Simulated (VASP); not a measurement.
Input of a VASP 6.6.1 run:

The input INCAR:

```
SYSTEM = Mo
PREC     = Accurate       ! precision mode
ENCUT    = 520            ! plane-wave cutoff, eV
EDIFF    = 1E-7           ! SCF threshold, eV
ISMEAR   = 0              ! smearing method
SIGMA    = 0.15           ! smearing width, eV
LREAL    = .False.        ! projectors in reciprocal space
LASPH    = .True.         ! aspherical terms in the spheres
NELM     = 80             ! most SCF steps
ALGO     = Normal         ! electronic algorithm
ISIF     = 2              ! what is computed and relaxed
LWAVE    = .False.        ! write WAVECAR
LCHARG   = .False.        ! write CHGCAR
GGA      = CA             ! functional
NBANDS   = 13             ! bands
```

File KPOINTS:

```
regular mesh
0
Gamma
  20 20 20
  0 0 0
```

The input POSCAR:

```
Mo
1.0
   -1.6126997173      1.6126997173      1.4416522723
    1.6126997173     -1.6126997173      1.4416522723
    1.6126997173      1.6126997173     -1.4416522723
Mo
1
Direct
    0.0000000000      0.0000000000      0.0000000000
```

Potentials or basis: VASP PAW LDA potentials, release 64 (Mo_sv).

Command:

```bash
$ cat potpaw_LDA.64/Mo_sv/POTCAR > POTCAR
$ mpirun -np 1 vasp_std > vasp.out
```

**Question.** What does it give for the band gap on the k mesh?

**Answer.** Zero (bands 7 and 8 overlap by 5.44 eV).

**Question.** Predict the pressure.

**Answer.** 4.0 GPa.

Stress tensor (GPa, compression positive):
```
-7.11  0.00  0.00
 0.00 -7.11  0.00
 0.00  0.00 26.26
```

Caveat: the cell differs from its parent crystal (strain +e along x and -e along y +0.0000, strain +e along z and -e/2 along x and y -0.0733); the cell stands under pressure.
